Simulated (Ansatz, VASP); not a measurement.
## Al in VASP and in Ansatz

```
Al
1.0
     0.03795    2.02398    2.02398
     2.06193    0.00000    2.06193
     2.02398    2.02398    0.03795
Al
1
Direct
  0.00000 0.00000 0.00000
```

Change from the starting cell: strain +0.0375 x Voigt [0, 0, 0, 0, 1, 0], atoms carried along.

Alike in both runs: task single point; functional PBE; k mesh 20 × 20 × 20; occupations gaussian, width 0.15 eV; no spin polarisation.

|  | VASP | Ansatz |
| --- | --- | --- |
| version | VASP 6.6.1 | Ansatz 0.2.0 |
| potentials or method | VASP PAW PBE potentials, release 64 (Al), cutoff 520 eV | scalar-relativistic, plane waves, PAW |
| valence electrons in the cell | 3 | 3 |

Ansatz gave:

| Item | Value |
| --- | --- |
| gap on the k mesh at the Fermi level (eV) | none |
| pressure (GPa) | -0.3 |
| traceless stress, the component that is largest in VASP (GPa) | -1.19 |

Q: Estimate VASP's values.

A: gap on the k mesh at the Fermi level (eV): none; pressure (GPa): -0.3; traceless stress, the component that is largest in VASP (GPa): -1.18.

A gap of «none» marks a metal or a gap that the smearing closes. The functional is the same, so the differences come from potentials, cutoffs and numerics.
